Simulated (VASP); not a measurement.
# Si62P (a cell with a defect) in VASP: a series of runs, part 2 of 2

VASP 6.6.1. Earlier steps stand in the parts before.

### 3 Single point, PBE

Contents of INCAR:

```
PREC = Accurate
ENCUT = 520
EDIFF = 1E-6
ISMEAR = 0
SIGMA = 0.05
LREAL = Auto
LASPH = True
NELM = 60
ALGO = Normal
ISIF = 2
LWAVE = False
LCHARG = False
GGA = PE
NELECT = 252.0
NBANDS = 164
```

Contents of KPOINTS:

```
Automatic mesh
0
Gamma
  1 1 1
```

Contents of POSCAR:

```
Si62P
1.0
   10.8600000000      0.0000000000      0.0000000000
    0.0000000000     10.8600000000      0.0000000000
    0.0000000000      0.0000000000     10.8600000000
Si P
62 1
Direct
    0.4997844383      0.0002155617     -0.0006165746
    0.6207872007      0.1244573665      0.1279656538
    0.7479243094      0.2484080110      0.0012869245
    0.8732312155      0.3757070902      0.1242929098
    0.7445885820      0.0009022099      0.2554008287
    0.8744733886      0.1253228361      0.3746771639
   -0.0008078269      0.0004371087     -0.0008078269
    0.1234738490      0.1275326888      0.1234738490
    0.2484689687      0.2515310313     -0.0022410681
    0.3724673112      0.3765261510      0.1234738490
    0.4995628913      0.5008078269     -0.0008078269
    0.6251120626      0.6260872928      0.1283165746
    0.7508329650      0.7491670350      0.0027321363
    0.8739127072      0.8748879374      0.1283165746
    0.2508610497      0.0090269797      0.2508610497
    0.4909730203      0.2491389503      0.2508610497
    0.6207872007      0.3720343462      0.3755426335
    0.7479243094      0.4987130755      0.2515919890
    0.8746376611      0.6253623389      0.3746661142
    0.6227208103      0.1127128913      0.6227208103
    0.7445885820      0.2445991713      0.4990977901
    0.8739127072      0.3716834254      0.6251120626
    0.7501813996     -0.0033233886      0.7501813996
    0.8746376611      0.1253338858      0.8746376611
   -0.0004934622      0.5004934622     -0.0004934622
    0.1242929098      0.6267687845      0.1242929098
    0.2515919890      0.7520756906      0.0012869245
    0.3755426335      0.8792127993      0.1279656538
   -0.0022410681      0.2515310313      0.2484689687
    0.1234738490      0.3765261510      0.3724673112
    0.2484689687      0.5022410681      0.2484689687
    0.3746771639      0.6255266114      0.3746771639
    0.4990977901      0.7554114180      0.2554008287
    0.6227208103      0.8772791897      0.3872871087
   -0.0006165746      0.0002155617      0.4997844383
    0.1279656538      0.1244573665      0.6207872007
    0.2508610497      0.2491389503      0.4909730203
    0.3755426335      0.3720343462      0.6207872007
    0.4997844383      0.5006165746      0.4997844383
    0.6264712707      0.6220560773      0.6264712707
    0.7501813996      0.7498186004      0.5033233886
    0.8779439227      0.8735287293      0.6264712707
    0.2554008287      0.0009022099      0.7445885820
    0.3746771639      0.1253228361      0.8744733886
    0.4990977901      0.2445991713      0.7445885820
    0.6251120626      0.3716834254      0.8739127072
    0.7508329650      0.4972678637      0.7508329650
    0.8754043278      0.6245956722      0.8754043278
    0.0012869245      0.7520756906      0.2515919890
    0.1279656538      0.8792127993      0.3755426335
   -0.0008078269      0.5008078269      0.4995628913
    0.1283165746      0.6260872928      0.6251120626
    0.2554008287      0.7554114180      0.4990977901
    0.3872871087      0.8772791897      0.6227208103
    0.0012869245      0.2484080110      0.7479243094
    0.1242929098      0.3757070902      0.8732312155
    0.2515919890      0.4987130755      0.7479243094
    0.3746661142      0.6253623389      0.8746376611
    0.5033233886      0.7498186004      0.7501813996
    0.6264712707      0.8735287293      0.8779439227
    0.0027321363      0.7491670350      0.7508329650
    0.1283165746      0.8748879374      0.8739127072
    0.3770423573      0.1229576427      0.3770423573
```

Potentials or basis: VASP PAW PBE potentials, release 64 (Si, P).

The run is started by

```bash
$ cat potpaw_PBE.64/Si/POTCAR potpaw_PBE.64/P/POTCAR > POTCAR
$ mpirun -np 1 vasp_gam > vasp.out
```

OUTCAR:

```text
PREC = Accurate
   ENCUT = 520
   EDIFF = 1E-6
   ISMEAR = 0
   LREAL = Auto
   LASPH = True
   NELM = 60
   ISIF = 2
   GGA = PE
   NELECT = 252.0

 ion  position               nearest neighbor table
   1  0.500  0.000  0.999-   2 2.34  28 2.34  60 2.35  44 2.35
   2  0.621  0.124  0.128-   1 2.34   5 2.35  16 2.37   3 2.37
   3  0.748  0.248  0.001-  46 2.34   4 2.36  24 2.36   2 2.37
   4  0.873  0.376  0.124-  29 2.34  18 2.36   3 2.36  25 2.36
   5  0.745  0.001  0.255-   6 2.34   2 2.35  34 2.37  14 2.40
   6  0.874  0.125  0.375-   5 2.34  21 2.34  35 2.35  29 2.36
[... 45 lines left out ...]
  52  0.128  0.626  0.625-  57 2.34  61 2.35  51 2.38  53 2.40
  53  0.255  0.755  0.499-  32 2.34  50 2.35  54 2.37  52 2.40
  54  0.387  0.877  0.623-  59 2.33  53 2.37  43 2.37
  55  0.001  0.248  0.748-  22 2.34  56 2.36  24 2.36  36 2.37
  56  0.124  0.376  0.873-   9 2.34  55 2.36  57 2.36  25 2.36
  57  0.252  0.499  0.748-  52 2.34  56 2.36  58 2.36  38 2.37
  58  0.375  0.625  0.875-  11 2.35  27 2.36  57 2.36  59 2.37
  59  0.503  0.750  0.750-  54 2.33  40 2.35  60 2.35  58 2.37
  60  0.626  0.874  0.878-  13 2.34  23 2.35  59 2.35   1 2.35
  61  0.003  0.749  0.751-  42 2.34  52 2.35  62 2.35  48 2.36
  62  0.128  0.875  0.874-  27 2.34  61 2.35   7 2.38  43 2.40
  63  0.377  0.123  0.377-  15 2.30  16 2.30  37 2.30

  LATTYP: Found a simple cubic cell.
 ALAT       =    10.8600000000

  Lattice vectors:

 A1 = (  10.8600000000,   0.0000000000,   0.0000000000)
 A2 = (   0.0000000000,  10.8600000000,   0.0000000000)
 A3 = (   0.0000000000,   0.0000000000,  10.8600000000)

Analysis of symmetry for initial positions (statically):
=====================================================================
 Subroutine PRICEL returns:
 Original cell was already a primitive cell.

 Routine SETGRP: Setting up the symmetry group for a
 simple cubic supercell.

 Subroutine GETGRP returns: Found  6 space group operations
 (whereof  2 operations were pure point group operations)
 out of a pool of 48 trial point group operations.

The static configuration has the point symmetry C_1h.
 The point group associated with its full space group is C_3v.

Analysis of symmetry for dynamics (positions and initial velocities):
=====================================================================
 Subroutine PRICEL returns:
 Original cell was already a primitive cell.

 Routine SETGRP: Setting up the symmetry group for a
 simple cubic supercell.

 Subroutine GETGRP returns: Found  6 space group operations
 (whereof  2 operations were pure point group operations)
 out of a pool of 48 trial point group operations.

The dynamic configuration has the point symmetry C_1h.
 The point group associated with its full space group is C_3v.

 Subroutine INISYM returns: Found  6 space group operations
 (whereof  2 operations are pure point group operations),
 and found     1 'primitive' translations

----------------------------------------------------------------------------------------

                                     Primitive cell

  volume of cell :    1280.8241

  direct lattice vectors                    reciprocal lattice vectors
[... 161 lines left out ...]

 Found      1 irreducible k-points:

 Following reciprocal coordinates:
            Coordinates               Weight
  0.000000  0.000000  0.000000      1.000000
   k-points           NKPTS =      1   k-points in BZ     NKDIM =      1   number of bands    NBANDS=    164
   number of dos      NEDOS =    301   number of ions     NIONS =     63
   total plane-waves  NPLWV = 592704
   dimension x,y,z NGX =    84 NGY =   84 NGZ =   84
   dimension x,y,z NGXF=   168 NGYF=  168 NGZF=  168
   ions per type =              62   1
   NGX,Y,Z   is equivalent  to a cutoff of  12.86, 12.86, 12.86 a.u.
   NGXF,Y,Z  is equivalent  to a cutoff of  25.72, 25.72, 25.72 a.u.
 SYSTEM =  unknown system
   PREC   = accura    normal or accurate (medium, high low for compatibility)
   ISTART =      0    job   : 0-new  1-cont  2-samecut
   ICHARG =      2    charge: 1-file 2-atom 10-const
   ISPIN  =      1    spin polarized calculation?
   LNONCOLLINEAR =      F non collinear calculations
   LSORBIT =      F    spin-orbit coupling
   LASPH  =      T    aspherical Exc in radial PAW
   ENCUT  =  520.0 eV  38.22 Ry    6.18 a.u.  20.19 20.19 20.19*2*pi/ulx,y,z
   NELM   =     60;   NELMIN=  2; NELMDL= -5     # of ELM steps
   EDIFF  = 0.1E-05   stopping-criterion for ELM
   LREAL  =      T    real-space projection
   EDIFFG = 0.1E-04   stopping-criterion for IOM
   NSW    =      0    number of steps for IOM
   IBRION =     -1    ionic relax: 0-MD 1-quasi-New 2-CG
   NFREE  =      0    steps in history (QN), initial steepest desc. (CG)
   ISIF   =      2    stress and relaxation
   ISYM   =      2    0-nonsym 1-usesym 2-fastsym
   POTIM  = 0.5000    time-step for ionic-motion
   TEBEG  =    0.0;   TEEND  =   0.0 temperature during run
   PSTRESS=    0.0 pullay stress
   NELECT =     252.0000    total number of electrons
   NUPDOWN=      -1.0000    fix difference up-down
   EMIN   =  10.00;   EMAX   =-10.00  energy-range for DOS
   EFERMI =   0.00;   METHOD = LEGACY
   ISMEAR =     0;   SIGMA  =   0.05  broadening in eV -4-tet -1-fermi 0-gaus
   EFERMI_NEDOS =   21; number of points for ismear=-14 and -15
   IALGO  =     38    algorithm
   IMIX   =      4    mixing-type and parameters
     AMIX     =   0.40;   BMIX     =  1.00
     AMIX_MAG =   1.60;   BMIX_MAG =  1.00
  volume/ion in A,a.u.               =      20.33       137.20
  Fermi-wavevector in a.u.,A,eV,Ry     =   0.952164  1.799329 12.335269  0.906617
  Thomas-Fermi vector in A             =   2.080702
   LORBIT       =      0    0 simple, 1 ext, 2 COOP (PROOUT), +10 PAW based schemes
   GGA     = PE    functional components
   LHFCALC =     F    Hartree Fock is set to
   AEXX    =    0.0000 exact exchange contribution
   IVDW    =     0    specifies the selected vdW correction
   LEPSILON=     F    determine dielectric tensor
   LRPA    =     F    only Hartree local field effects (RPA)
 non-spin polarized calculation
 Gauss-broadening in eV      SIGMA  =   0.05
  energy-cutoff  :      520.00
  volume of cell :     1280.82
 maximum number of plane-waves:     17229
 NGX is ok and might be reduce to    84
   NGX = 41   NGY = 41   NGZ = 41

 number of electron     251.9999990 magnetization

 Free energy of the ion-electron system (eV)
  ---------------------------------------------------
  ext. energy  EPLUGINS =         0.00000000
  ---------------------------------------------------
  free energy    TOTEN  =      -339.10772571 eV

  energy without entropy =     -339.10772571  energy(sigma->0) =     -339.10772571

 E-fermi :   6.0525     XC(G=0):  -9.3162

 val. band max:        5.8273316551   @ k =   0.0000   0.0000   0.0000
 cond. band min:       6.2844968802   @ k =   0.0000   0.0000   0.0000
 fundamental gap:      0.4571652252
 Fermi energy:         6.0525251616

 k-point     1 :       0.0000    0.0000    0.0000
  band No.  band energies     occupation
      1      -6.3111      2.00000
      2      -5.7262      2.00000
      3      -5.1390      2.00000
      4      -5.1390      2.00000
      5      -5.1298      2.00000
      6      -5.1298      2.00000
[... 130 lines left out ...]
    137       6.8677      0.00000
    138       6.9667      0.00000
 [bands above 138 left out]

------------------------ aborting loop because EDIFF is reached ----------------------------------------

  FORCE on cell =-STRESS in cart. coord.  units (eV):
  Direction    XX          YY          ZZ          XY          YZ          ZX
  --------------------------------------------------------------------------------------
  -------------------------------------------------------------------------------------
  Total        4.6269969      4.6269969      4.6269969     -6.2393238     -6.2393238      6.2393238
  in kB        5.7878906      5.7878906      5.7878906     -7.8047434     -7.8047434      7.8047434
  external PRESSURE =       5.7878906 kB  Pullay stress =       0.0000000 kB

 VOLUME and BASIS-vectors are now :
 -----------------------------------------------------------------------------
  energy-cutoff  :      520.00
  volume of cell :     1280.82
      direct lattice vectors                 reciprocal lattice vectors
    10.860000000  0.000000000  0.000000000     0.092081031  0.000000000  0.000000000
     0.000000000 10.860000000  0.000000000     0.000000000  0.092081031  0.000000000
     0.000000000  0.000000000 10.860000000     0.000000000  0.000000000  0.092081031

 POSITION                                       TOTAL-FORCE (eV/Angst)
 -----------------------------------------------------------------------------------
      5.42766      0.00234     10.85330        -0.003198      0.003198     -0.004334
      6.74175      1.35161      1.38971         0.000839      0.000856      0.005278
      8.12246      2.69771      0.01398        -0.004615     -0.002108      0.003423
      9.48329      4.08018      1.34982         0.008063      0.002759     -0.002759
      8.08623      0.00980      2.77365         0.003011      0.006350     -0.008959
      9.49678      1.36101      4.06899         0.000633     -0.002866      0.002866
[... 55 lines left out ...]
      1.39352      9.50128      9.49069         0.000155     -0.004783      0.001711
      4.09468      1.33532      4.09468         0.007016     -0.007016      0.007016
 -----------------------------------------------------------------------------------
    total drift:                                0.002492     -0.002492      0.002492

  FREE ENERGIE OF THE ION-ELECTRON SYSTEM (eV)
  ---------------------------------------------------
  free  energy   TOTEN  =      -339.1077257075 eV

  energy  without entropy=     -339.1077257074  energy(sigma->0) =     -339.10772571
```

Run time: 9.6 min. Hardware: 1 thread of Oxide Virtual Turin-like, shared host; peak memory 1 GiB.

What came out:

- Free energy: -339.1077 eV
- Largest force: 0.012 eV/Å

Forces on the atoms (eV/Å):
```
Si  -0.003  0.003 -0.004
Si   0.001  0.001  0.005
Si  -0.005 -0.002  0.003
Si   0.008  0.003 -0.003
Si   0.003  0.006 -0.009
Si   0.001 -0.003  0.003
Si  -0.003 -0.001 -0.003
Si  -0.001  0.004 -0.001
Si   0.002 -0.002  0.002
Si  -0.004  0.001 -0.001
Si   0.001  0.003 -0.003
Si   0.005 -0.002  0.000
Si  -0.001  0.001 -0.004
Si   0.002 -0.005  0.000
Si  -0.003 -0.004 -0.003
Si   0.004  0.003 -0.003
Si   0.001 -0.005 -0.001
Si  -0.005 -0.003  0.002
Si  -0.001  0.001 -0.009
Si   0.005 -0.005  0.005
Si   0.003  0.009 -0.006
Si   0.002  0.000  0.005
Si  -0.001 -0.010 -0.001
Si  -0.001  0.009 -0.001
Si  -0.002  0.002 -0.002
Si  -0.003 -0.008 -0.003
Si   0.002  0.005  0.003
Si  -0.001 -0.001  0.005
Si   0.002 -0.002  0.002
Si  -0.001  0.001 -0.004
Si   0.002 -0.002  0.002
Si   0.003 -0.001  0.003
Si  -0.006 -0.003 -0.009
Si   0.005 -0.005  0.005
Si  -0.004  0.003 -0.003
Si   0.005  0.001  0.001
Si  -0.003  0.003  0.004
Si  -0.001 -0.005  0.001
Si  -0.003  0.004 -0.003
Si   0.000  0.000  0.000
Si  -0.001  0.001  0.010
Si   0.000  0.000  0.000
Si  -0.009  0.006  0.003
Si   0.003 -0.003  0.001
Si  -0.006  0.009  0.003
Si   0.005  0.000  0.002
Si  -0.001  0.004 -0.001
Si  -0.001  0.001 -0.001
Si   0.003  0.005  0.002
Si   0.005 -0.001 -0.001
Si  -0.003  0.003  0.001
Si   0.000 -0.002  0.005
Si  -0.009 -0.003 -0.006
Si   0.005 -0.005  0.005
Si   0.003 -0.002 -0.005
Si  -0.003  0.003  0.008
Si   0.002 -0.003 -0.005
Si  -0.009  0.001 -0.001
Si   0.010  0.001 -0.001
Si   0.000  0.000  0.000
Si  -0.004  0.001 -0.001
Si   0.000 -0.005  0.002
P    0.007 -0.007  0.007
```

Caveat: the k points lie up to 0.58 Å⁻¹ apart; the cell carries a net charge on a neutralising background, which shifts energy and pressure; the cell is charged against a uniform background, so pressure and absolute levels hang on convention.

### 4 Single point, PBE

Contents of INCAR:

```
SYSTEM = Si62P
ALGO = Normal
EDIFF = 1E-7
ENCUT = 520
GGA = PE
ISIF = 2
ISMEAR = 0
LASPH = .TRUE.
LCHARG = .TRUE.
LELF = .TRUE.
LREAL = Auto
LVHAR = .TRUE.
LWAVE = .FALSE.
NBANDS = 164
NELECT = 252.0
NELM = 80
PREC = Accurate
SIGMA = 0.05
```

Contents of KPOINTS:

```
k-points
0
G
  1 1 1
  0 0 0
```

Contents of POSCAR:

```
Si62P
1.0
   10.8600000000      0.0000000000      0.0000000000
    0.0000000000     10.8600000000      0.0000000000
    0.0000000000      0.0000000000     10.8600000000
Si P
62 1
Direct
    0.5002350829     -0.0001744015      0.0001813996
    0.6227678637      0.1239815838      0.1280965009
    0.7491625230      0.2512045120      0.0011357274
    0.8761332413      0.3742721915      0.1260917127
    0.7478110497      0.0002047882      0.2526334254
    0.8751966851      0.1250552486      0.3752942910
    0.0000892265      0.0000872007      0.0003601289
    0.1284139963      0.1239386740      0.1286996317
    0.2504537753      0.2496358195      0.0012199816
    0.3761738490      0.3716726519      0.1286817680
    0.5000104972      0.5000317680      0.0003478821
    0.6254245856      0.6256493554      0.1262828729
    0.7496786372      0.7504149171     -0.0004296501
    0.8744651013      0.8746536832      0.1262731123
    0.2557906077      0.0046859116      0.2560894107
    0.4955280847      0.2443470534      0.2559854512
    0.6227651013      0.3722422652      0.3763664825
    0.7491696133      0.4992315838      0.2491665746
    0.8736780847      0.6264274401      0.3761924494
    0.6140474217      0.1205364641      0.6143217311
    0.7478186924      0.2477220074      0.5001466851
    0.8744617864      0.3740869245      0.6257039595
    0.7447652855      0.0005133517      0.7450413444
    0.8736881215      0.1241858195      0.8739608656
   -0.0001706262      0.5002473297      0.0001049724
    0.1258198895      0.6239315838      0.1260835175
    0.2488824125      0.7509332413      0.0011482505
    0.3760757827      0.8773395028      0.1281347145
    0.0009244015      0.2496364641      0.2507268877
    0.1283881215      0.3716809392      0.3764367403
    0.2504512891      0.4991275322      0.2507246777
    0.3750108656      0.6248688766      0.3752938306
    0.4998537753      0.7522789134      0.2526461326
    0.6140151934      0.8860676796      0.3798378453
   -0.0001045120     -0.0001786372      0.5005221915
    0.1278248619      0.1239885820      0.6230286372
    0.2557229282      0.2443127993      0.4957311234
    0.3760793738      0.3722229282      0.6230209024
    0.5002323204      0.5001610497      0.5005142726
    0.6250723757      0.6258132597      0.6253409761
    0.7447394107      0.7553395948      0.4998563536
    0.8742475138      0.8749981584      0.6253611418
    0.2523645488      0.0002148250      0.7480714549
    0.3750102210      0.1250564457      0.8754828729
    0.4998543278      0.2477144567      0.7480871087
    0.6254127072      0.3740891344      0.8747217311
    0.7496698895      0.5007848066      0.7499418969
    0.8754409761      0.6246280847      0.8757252302
    0.0008854512      0.7509190608      0.2491582873
    0.1278427256      0.8773332413      0.3763570902
    0.0000767956      0.5000319521      0.5002924494
    0.1260087477      0.6256504604      0.6257069061
    0.2523700737      0.7522867403      0.5001365562
    0.3795760589      0.8860684162      0.6142885820
    0.0008824125      0.2511995396      0.7494404236
    0.1258251381      0.3742749540      0.8764174954
    0.2488958564      0.4992236648      0.7494356354
    0.3759189687      0.6264303867      0.8739474217
    0.4995962247      0.7553386740      0.7450139042
    0.6250817680      0.8750063536      0.8745329650
   -0.0007135359      0.7504084715      0.7499566298
    0.1259965930      0.8746627993      0.8747235727
    0.4591500921      0.0409621547      0.4594403315
```

The run is started by

```bash
$ cat potpaw_PBE.64/Si/POTCAR potpaw_PBE.64/P/POTCAR > POTCAR
$ mpirun -np 1 vasp_gam > vasp.out
```

It took 11 min on 1 thread of Oxide Virtual Turin-like, shared host; peak memory 1 GiB.

It converged, with:

```
Free energy   : -338.2644 eV
Largest force : 1.881 eV/Å
```

Forces in eV/Å, atoms in the order of the input:
```
Si  -0.009  0.011 -0.020
Si  -0.002 -0.017  0.007
Si  -0.010  0.012 -0.005
Si  -0.007  0.003 -0.004
Si   0.003  0.001 -0.013
Si   0.005 -0.003 -0.001
Si  -0.037 -0.011 -0.034
Si  -0.037 -0.007 -0.038
Si   0.006 -0.006 -0.002
Si   0.005  0.038 -0.040
Si   0.013  0.039 -0.033
Si  -0.029  0.003 -0.006
Si   0.000  0.000  0.000
Si  -0.002  0.030 -0.005
Si  -0.166 -0.003 -0.167
Si  -0.001  0.164 -0.164
Si  -0.002 -0.008  0.015
Si  -0.011  0.004 -0.014
Si  -0.047  0.047  0.001
Si  -0.146  0.005 -0.146
Si   0.002  0.015 -0.001
Si  -0.004  0.005 -0.030
Si  -0.043 -0.030 -0.043
Si  -0.047 -0.002 -0.046
Si   0.009 -0.008  0.014
Si  -0.002  0.008 -0.004
Si  -0.012  0.009 -0.005
Si   0.015  0.004  0.008
Si  -0.001 -0.007  0.006
Si  -0.037  0.038  0.004
Si   0.006  0.001  0.005
Si   0.002 -0.005 -0.001
Si  -0.002 -0.002 -0.013
Si  -0.146  0.145 -0.005
Si  -0.022  0.012 -0.011
Si   0.008 -0.017 -0.004
Si  -0.165  0.166 -0.001
Si   0.015 -0.008 -0.004
Si  -0.012  0.023 -0.011
Si  -0.001  0.015 -0.002
Si  -0.044  0.044  0.029
Si  -0.014  0.001 -0.002
Si  -0.014  0.002  0.003
Si   0.002 -0.003  0.001
Si  -0.002  0.015  0.004
Si  -0.030  0.005 -0.003
Si   0.000  0.000  0.001
Si  -0.020  0.019 -0.020
Si  -0.003  0.011 -0.014
Si   0.009  0.004  0.015
Si  -0.036  0.038  0.018
Si  -0.006  0.003 -0.030
Si  -0.015 -0.003 -0.001
Si  -0.005  0.145 -0.145
Si  -0.004  0.013 -0.011
Si  -0.003  0.002 -0.006
Si  -0.013  0.003 -0.011
Si   0.000  0.047 -0.046
Si   0.029  0.043 -0.043
Si  -0.002  0.001 -0.010
Si   0.000 -0.001  0.001
Si  -0.005  0.031 -0.003
P    1.086 -1.086  1.085
```

Levels at points of the mesh, in eV from the Fermi level:
```csv
k point,band 124,band 125,band 126,band 127,band 128,band 129
"(0.00, 0.00, 0.00)",-0.69,-0.69,-0.21,0.21,0.21,0.36
```

Caveat: the k points lie up to 0.58 Å⁻¹ apart; the cell carries a net charge on a neutralising background, which shifts energy and pressure; the cell is charged against a uniform background, so pressure and absolute levels hang on convention.
